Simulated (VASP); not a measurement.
GdIn3, 8 atoms in the cell. The structure is cubic, space group Pm-3m (No. 221). Conventional cell: a = 4.639 Å, b = 4.639 Å, c = 4.639 Å, α = 90.00°, β = 90.00°, γ = 90.00°. Gd (site symmetry m-3m) has 12 In at 3.28 Å within 4.3 Å. Within 4.3 Å of In (site symmetry 4/mmm) lie 4 Gd at 3.28 Å and 8 In at 3.28 Å. Within 4.3 Å of In (site symmetry 4/mmm) lie 4 Gd at 3.28 Å and 8 In at 3.28 Å. 

| Item | Value |
| --- | --- |
| Program | VASP 6.6.1 |
| Task | single point |
| Functional | PBEsol |
| Potentials or basis | VASP PAW PBE potentials, release 64 (Gd, In_d) |
| Cutoff | 520 eV |
| k mesh | 5 × 3 × 5 |
| Occupations | methfessel-paxton, width 0.1 eV |
| Spin | collinear spin, antiferromagnetic start |
| Starting moments | [7.0, -7.0, 0.0, 0.0, 0.0, 0.0, 0.0, 0.0] μB |
| Dipole correction | no |
| Further INCAR settings | ALGO = Normal; EDIFF = 1e-06; NBANDS = 71 |

Potentials or basis: VASP PAW PBE potentials, release 64 (Gd, In_d).

Command:

```console
$ cat potpaw_PBE.64/Gd/POTCAR potpaw_PBE.64/In_d/POTCAR > POTCAR
$ mpirun -np 1 vasp_std > vasp.out
```

Hardware: 1 thread of Intel Xeon 8259CL (shared host).

Q: How long does it take, and how much memory?

A: It took 67 min on 1 thread of Intel Xeon 8259CL, with other jobs on the host, peak memory 0.54 GiB. Counts: scf iterations 66, k points 12.
